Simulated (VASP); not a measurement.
Here is a VASP 6.6.1 calculation.

Contents of INCAR:

```
SYSTEM = BAs
ALGO     = Normal         ! electronic algorithm
EDIFF    = 1E-6           ! SCF threshold, eV
ENCUT    = 520            ! plane-wave cutoff, eV
GGA      = PE             ! functional
ISIF     = 2              ! what is computed and relaxed
ISMEAR   = -1             ! smearing method
LASPH    = .True.         ! aspherical terms in the spheres
LCHARG   = .False.        ! write CHGCAR
LREAL    = .False.        ! projectors in reciprocal space
LWAVE    = .False.        ! write WAVECAR
NBANDS   = 11             ! bands
NELM     = 80             ! most SCF steps
PREC     = Accurate       ! precision mode
SIGMA    = 0.08           ! smearing width, eV
```

KPOINTS

```
k-points
0
Gamma
  14 14 14
  0 0 0
```

The input POSCAR:

```
BAs
1.0
    0.0000000000      2.1552506501      2.1552506501
    2.1552506501      0.0000000000      2.1552506501
    2.1552506501      2.1552506501      0.0000000000
B As
1 1
Direct
    0.0000000000      0.0000000000      0.0000000000
    0.2500000000      0.2500000000      0.2500000000
```

Potentials or basis: VASP PAW PBE potentials, release 64 (B, As).

The run is started by

```console
$ cat potpaw_PBE.64/B/POTCAR potpaw_PBE.64/As/POTCAR > POTCAR
$ mpirun -np 1 vasp_std > vasp.out
```

**Question.** What does it give for the band gap on the k mesh?

**Answer.** 0.82 eV, indirect (least direct gap 3.78 eV).

**Question.** Predict the pressure.

**Answer.** 86.1 GPa.

 A k mesh can miss the band edges.
